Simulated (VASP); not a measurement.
# H4C3O2 in VASP: further runs

H4C3O2 is run at these levels: PBE; tasks: single point.

All numbers are computed with VASP 6.6.1; they aren't measurements. Logs are shortened: lines on timing, memory, paths and dates and some standing lists are left out, and cuts for length are marked.

## Step 1: The cell of the first run

The cell holds a disordered packing, 36 atoms: a = 8.668 Å, b = 8.668 Å, c = 8.668 Å, α = 90.00°, β = 90.00°, γ = 90.00°.

## Step 2: Single point, PBE

INCAR

```
PREC = Accurate
ENCUT = 520
EDIFF = 1E-6
ISMEAR = -1
SIGMA = 0.05
LREAL = Auto
LASPH = True
NELM = 60
ALGO = Normal
ISIF = 2
LWAVE = False
LCHARG = True
GGA = PE
LELF = True
LVHAR = True
NBANDS = 80
```

KPOINTS

```
Automatic mesh
0
Gamma
  1 1 1
```

POSCAR

```
H4C3O2
1.0
    8.6677180000      0.0000000000      0.0000000000
    0.0000000000      8.6677180000      0.0000000000
    0.0000000000      0.0000000000      8.6677180000
C O H
12 8 16
Direct
    0.4772666713      0.9931010046      0.9489432796
    0.5591598967      0.2320821500      0.4626639315
    0.9376496793      0.4603722315      0.1046361635
    0.9111819874      0.3941041885      0.6639824849
    0.5055013385      0.6711539027      0.2725276541
    0.3614186159      0.7242473930      0.2656367050
    0.9085461923      0.9441059057      0.8965387345
    0.9525702974      0.8670681839      0.7708728519
    0.1864565866      0.0509221244      0.5371889541
    0.1296354969      0.1104252095      0.4074291878
    0.3587566209      0.4307462058      0.8971529697
    0.5102617703      0.4042744528      0.9084554873
    0.4974942192      1.0411276501      1.0737380877
    0.4571480703      0.9450326647      0.8240212422
    0.6520803932      0.1339271636      0.4633919775
    0.4671054983      0.3308028745      0.4618918845
    0.8450569686      0.5446868863      0.0540320135
    1.0300316841      0.3761966065      0.1557378934
    0.9837777960      0.3432721205      0.7660005397
    0.8386198604      0.4454937063      0.5622140321
    0.5681121593      0.6635317777      0.3815638009
    0.5662016308      0.6323263091      0.1693936467
    0.3018283711      0.7670859755      0.3679928595
    0.2975966607      0.7273610365      0.1568006531
    0.9697110269      0.9340364467      1.0060385068
    0.8092579213      1.0216691049      0.8950770049
    1.0536878216      0.7918722078      0.7721557941
    0.8913868094      0.8779595795      0.6614864937
    0.2045331952      0.1223976697      0.6391996761
    0.2162603971     -0.0709780893      0.5475538864
    0.1059262886      0.2331966346      0.3956897453
    0.1043134944      0.0398731351      0.3063473900
    0.3119539245      0.5098216169      0.8107334408
    0.2761038035      0.3749751933      0.9739111769
    0.5930792994      0.4620397686      0.8333289262
    0.5567800529      0.3256245083      0.9952349244
```

Potentials or basis: VASP PAW PBE potentials, release 64 (C, O, H).

Command:

```
> cat potpaw_PBE.64/C/POTCAR potpaw_PBE.64/O/POTCAR potpaw_PBE.64/H/POTCAR > POTCAR
> mpirun -np 1 vasp_gam > vasp.out
```

OUTCAR:

```text
PREC = Accurate
   ENCUT = 520
   EDIFF = 1E-6
   ISMEAR = -1
   LREAL = Auto
   LASPH = True
   NELM = 60
   ISIF = 2
   GGA = PE

 ion  position               nearest neighbor table
   1  0.477  0.993  0.949-  13 1.17  14 1.17
   2  0.559  0.232  0.463-  16 1.17  15 1.17
   3  0.938  0.460  0.105-  18 1.17  17 1.17
   4  0.911  0.394  0.664-  19 1.17  20 1.17
   5  0.506  0.671  0.273-  22 1.09  21 1.09   6 1.33
   6  0.361  0.724  0.266-  23 1.09  24 1.09   5 1.33
   7  0.909  0.944  0.897-  25 1.09  26 1.09   8 1.33
   8  0.953  0.867  0.771-  28 1.09  27 1.09   7 1.33
   9  0.186  0.051  0.537-  29 1.09  30 1.09  10 1.33
  10  0.130  0.110  0.407-  31 1.09  32 1.09   9 1.33
  11  0.359  0.431  0.897-  34 1.09  33 1.09  12 1.34
  12  0.510  0.404  0.908-  35 1.09  36 1.09  11 1.34
  13  0.497  0.041  0.074-   1 1.17
  14  0.457  0.945  0.824-   1 1.17
  15  0.652  0.134  0.463-   2 1.17
  16  0.467  0.331  0.462-   2 1.17
  17  0.845  0.545  0.054-   3 1.17
[... 17 lines left out ...]
  35  0.593  0.462  0.833-  12 1.09
  36  0.557  0.326  0.995-  12 1.09

  LATTYP: Found a simple cubic cell.
 ALAT       =     8.6677180000

  Lattice vectors:

 A1 = (   8.6677180000,   0.0000000000,   0.0000000000)
 A2 = (   0.0000000000,   8.6677180000,   0.0000000000)
 A3 = (   0.0000000000,   0.0000000000,   8.6677180000)

Analysis of symmetry for initial positions (statically):
=====================================================================
 Subroutine PRICEL returns:
 Original cell was already a primitive cell.

 Routine SETGRP: Setting up the symmetry group for a
 simple cubic supercell.

 Subroutine GETGRP returns: Found  1 space group operations
 (whereof  1 operations were pure point group operations)
 out of a pool of 48 trial point group operations.

The static configuration has the point symmetry C_1 .

Analysis of symmetry for dynamics (positions and initial velocities):
=====================================================================
 Subroutine PRICEL returns:
 Original cell was already a primitive cell.

 Routine SETGRP: Setting up the symmetry group for a
 simple cubic supercell.

[... 140 lines left out ...]
   ISTART =      0    job   : 0-new  1-cont  2-samecut
   ICHARG =      2    charge: 1-file 2-atom 10-const
   ISPIN  =      1    spin polarized calculation?
   LNONCOLLINEAR =      F non collinear calculations
   LSORBIT =      F    spin-orbit coupling
   LASPH  =      T    aspherical Exc in radial PAW
   ENCUT  =  520.0 eV  38.22 Ry    6.18 a.u.  16.12 16.12 16.12*2*pi/ulx,y,z
   NELM   =     60;   NELMIN=  2; NELMDL= -5     # of ELM steps
   EDIFF  = 0.1E-05   stopping-criterion for ELM
   LREAL  =      T    real-space projection
   EDIFFG = 0.1E-04   stopping-criterion for IOM
   NSW    =      0    number of steps for IOM
[... 5 lines left out ...]
   TEBEG  =    0.0;   TEEND  =   0.0 temperature during run
   PSTRESS=    0.0 pullay stress
   NELECT =     112.0000    total number of electrons
   NUPDOWN=      -1.0000    fix difference up-down
   EMIN   =  10.00;   EMAX   =-10.00  energy-range for DOS
   EFERMI =   0.00;   METHOD = LEGACY
   ISMEAR =    -1;   SIGMA  =   0.05  broadening in eV -4-tet -1-fermi 0-gaus
   EFERMI_NEDOS =   21; number of points for ismear=-14 and -15
   IALGO  =     38    algorithm
   IMIX   =      4    mixing-type and parameters
     AMIX     =   0.40;   BMIX     =  1.00
     AMIX_MAG =   1.60;   BMIX_MAG =  1.00
  volume/ion in A,a.u.               =      18.09       122.07
  Fermi-wavevector in a.u.,A,eV,Ry     =   0.910422  1.720448 11.277436  0.828868
  Thomas-Fermi vector in A             =   2.034582
   LORBIT       =      0    0 simple, 1 ext, 2 COOP (PROOUT), +10 PAW based schemes
   GGA     = PE    functional components
   LHFCALC =     F    Hartree Fock is set to
   AEXX    =    0.0000 exact exchange contribution
   IVDW    =     0    specifies the selected vdW correction
   LEPSILON=     F    determine dielectric tensor
   LRPA    =     F    only Hartree local field effects (RPA)
 non-spin polarized calculation
  energy-cutoff  :      520.00
  volume of cell :      651.20
 maximum number of plane-waves:      8731
   NGX = 33   NGY = 33   NGZ = 33

 number of electron     111.9999989 magnetization

 Free energy of the ion-electron system (eV)
  ---------------------------------------------------
  ext. energy  EPLUGINS =         0.00000000
  ---------------------------------------------------
  free energy    TOTEN  =      -219.89375052 eV

  energy without entropy =     -219.89375052  energy(sigma->0) =     -219.89375052

 E-fermi :  -2.5899     XC(G=0):  -5.6454

 val. band max:       -3.8455179815   @ k =   0.0000   0.0000   0.0000
 cond. band min:       0.7946637610   @ k =   0.0000   0.0000   0.0000
 fundamental gap:      4.6401817425
 Fermi energy:        -2.5899193933

 k-point     1 :       0.0000    0.0000    0.0000
  band No.  band energies     occupation
      1     -26.7865      2.00000
      2     -26.6454      2.00000
      3     -26.4541      2.00000
      4     -26.2154      2.00000
      5     -25.7791      2.00000
      6     -25.6397      2.00000
[... 60 lines left out ...]
     67       2.1915      0.00000
     68       2.2695      0.00000
 [bands above 68 left out]

------------------------ aborting loop because EDIFF is reached ----------------------------------------

  FORCE on cell =-STRESS in cart. coord.  units (eV):
  Direction    XX          YY          ZZ          XY          YZ          ZX
  --------------------------------------------------------------------------------------
  -------------------------------------------------------------------------------------
  Total        1.6930113      2.0457598      1.7936335     -1.1537846     -0.7368361      0.8366160
  in kB        4.1653943      5.0332779      4.4129597     -2.8387097     -1.8128720      2.0583652
  external PRESSURE =       4.5372106 kB  Pullay stress =       0.0000000 kB

 VOLUME and BASIS-vectors are now :
 -----------------------------------------------------------------------------
  energy-cutoff  :      520.00
  volume of cell :      651.20
      direct lattice vectors                 reciprocal lattice vectors
     8.667718000  0.000000000  0.000000000     0.115370620  0.000000000  0.000000000
     0.000000000  8.667718000  0.000000000     0.000000000  0.115370620  0.000000000
     0.000000000  0.000000000  8.667718000     0.000000000  0.000000000  0.115370620

 POSITION                                       TOTAL-FORCE (eV/Angst)
 -----------------------------------------------------------------------------------
      4.13681      8.60792      8.22517        -0.014581     -0.025363      0.009297
      4.84664      2.01162      4.01024        -0.051157      0.004460     -0.031158
      8.12728      3.99038      0.90696        -0.025544      0.020188      0.007928
      7.89787      3.41598      5.75521         0.027692     -0.026742     -0.003019
      4.38154      5.81737      2.36219        -0.000050     -0.004005      0.020495
      3.13267      6.27757      2.30246        -0.003345     -0.017120     -0.003581
[... 28 lines left out ...]
      5.14064      4.00483      7.22306        -0.004019      0.007859     -0.025702
      4.82601      2.82242      8.62642        -0.011109      0.061661     -0.021155
 -----------------------------------------------------------------------------------
    total drift:                               -0.028353     -0.007331      0.014341

  FREE ENERGIE OF THE ION-ELECTRON SYSTEM (eV)
  ---------------------------------------------------
  free  energy   TOTEN  =      -219.8937505189 eV

  energy  without entropy=     -219.8937505188  energy(sigma->0) =     -219.89375052
```

OSZICAR:

```text
N       E                     dE             d eps       ncg     rms          rms(c)
DAV:   1     0.938243962159E+03    0.93824E+03   -0.54431E+04   160   0.121E+03
DAV:   2    -0.114014478377E+03   -0.10523E+04   -0.10048E+04   208   0.287E+02
DAV:   3    -0.239702850565E+03   -0.12569E+03   -0.12485E+03   192   0.107E+02
DAV:   4    -0.242570603778E+03   -0.28678E+01   -0.28515E+01   200   0.187E+01
DAV:   5    -0.242643503969E+03   -0.72900E-01   -0.72818E-01   200   0.281E+00    0.272E+01
DAV:   6    -0.223392593034E+03    0.19251E+02   -0.42087E+01   176   0.206E+01    0.133E+01
DAV:   7    -0.220599161884E+03    0.27934E+01   -0.68911E+00   192   0.786E+00    0.704E+00
DAV:   8    -0.219962211151E+03    0.63695E+00   -0.10584E+00   192   0.336E+00    0.233E+00
DAV:   9    -0.219896428523E+03    0.65783E-01   -0.13813E-01   200   0.135E+00    0.493E-01
DAV:  10    -0.219896524814E+03   -0.96291E-04   -0.21840E-02   176   0.556E-01    0.252E-01
DAV:  11    -0.219894359152E+03    0.21657E-02   -0.87810E-03   184   0.349E-01    0.744E-02
DAV:  12    -0.219894035901E+03    0.32325E-03   -0.14665E-03   200   0.141E-01    0.447E-02
DAV:  13    -0.219893833970E+03    0.20193E-03   -0.30994E-04   184   0.733E-02    0.230E-02
DAV:  14    -0.219893779324E+03    0.54646E-04   -0.89894E-05   200   0.419E-02    0.128E-02
DAV:  15    -0.219893757349E+03    0.21974E-04   -0.35702E-05   208   0.248E-02    0.634E-03
DAV:  16    -0.219893751845E+03    0.55045E-05   -0.73263E-06   192   0.127E-02    0.374E-03
DAV:  17    -0.219893750620E+03    0.12250E-05   -0.15423E-06   136   0.632E-03    0.182E-03
DAV:  18    -0.219893750519E+03    0.10104E-06   -0.76176E-07   136   0.379E-03
   1 F= -.21989375E+03 E0= -.21989375E+03  d E =-.457384E-10
```

It took 60 s on 1 thread of Intel Xeon Platinum 8488C (Sapphire Rapids), shared host; peak memory 0.54 GiB.

What came out:

| Property | Result |
| --- | --- |
| Free energy | -219.8938 eV |
| Pressure | 0.5 GPa |
| Largest force | 0.599 eV/Å |
| Band gap on the k mesh | 4.64 eV |

Forces on the atoms (eV/Å):
```
C   -0.015 -0.025  0.009
C   -0.051  0.004 -0.031
C   -0.026  0.020  0.008
C    0.028 -0.027 -0.003
C    0.000 -0.004  0.020
C   -0.003 -0.017 -0.004
C   -0.015 -0.029 -0.030
C   -0.026  0.035  0.094
C   -0.008  0.019  0.017
C   -0.007 -0.023 -0.023
C    0.168 -0.023 -0.034
C   -0.185  0.040  0.007
O    0.068  0.184  0.339
O   -0.063 -0.157 -0.340
O    0.399 -0.446  0.023
O   -0.370  0.419  0.009
O   -0.389  0.371 -0.224
O    0.401 -0.353  0.200
O    0.256 -0.157  0.387
O   -0.278  0.222 -0.409
H    0.009  0.087 -0.029
H   -0.015 -0.075  0.011
H   -0.025 -0.070 -0.048
H    0.028  0.042  0.042
H    0.016  0.007  0.017
H    0.026 -0.024 -0.009
H   -0.031 -0.027  0.009
H    0.002  0.001 -0.008
H    0.127 -0.035 -0.009
H   -0.072  0.026  0.051
H   -0.070  0.026  0.023
H    0.097 -0.028 -0.046
H    0.036 -0.042  0.027
H    0.004 -0.010 -0.002
H   -0.004  0.008 -0.026
H   -0.011  0.062 -0.021
```

Caveat: the k points lie up to 0.72 Å⁻¹ apart.

(Continued in part 2 of 2.)
